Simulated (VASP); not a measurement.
# Cd: single point with PBE

Cd:

```
Cd
1.0
     0.00000    2.55849    1.60980
     2.55849    0.00000    1.60980
     2.55849    2.55849    0.00000
Cd
1
Direct
  0.00000 0.00000 0.00000
```

This cell differs from its parent crystal: volume 21.075 Å^3 an atom, c/a of the conventional cell 0.6292.

```
Program             : VASP 6.6.1
Task                : single point
Functional          : PBE
Potentials or basis : VASP PAW PBE potentials, release 64 (Cd)
Cutoff              : 520 eV
k mesh              : 18 × 18 × 18
Occupations         : gaussian, width 0.15 eV
Spin                : no spin polarisation
```

The pressure is 5.3 GPa and the band gap on the k mesh is zero (band 6 reaches 6.01 eV, above the bottom of band 7 at 1.64 eV).

Stress tensor (GPa, compression positive):
```
6.38 0.00 0.00
0.00 6.38 0.00
0.00 0.00 3.25
```

Levels at points of the mesh, in eV from the Fermi level:
```tsv
k point	band 4	band 5	band 6	band 7	band 8	band 9
(0.00, 0.00, 0.00)	-9.20	-8.96	-8.66	14.24	14.24	17.06
(0.50, 0.00, 0.00)	-8.55	-8.30	-2.13	-0.47	8.95	9.47
(0.50, 0.50, 0.00)	-8.43	-8.35	2.47	2.47	5.30	5.58
(0.50, 0.00, 0.50)	-8.82	-8.33	-2.68	-1.60	11.30	11.76
```

Run time: 62 s on 1 thread of Intel Xeon 6975P-C, on a shared host, peak memory 0.24 GiB.
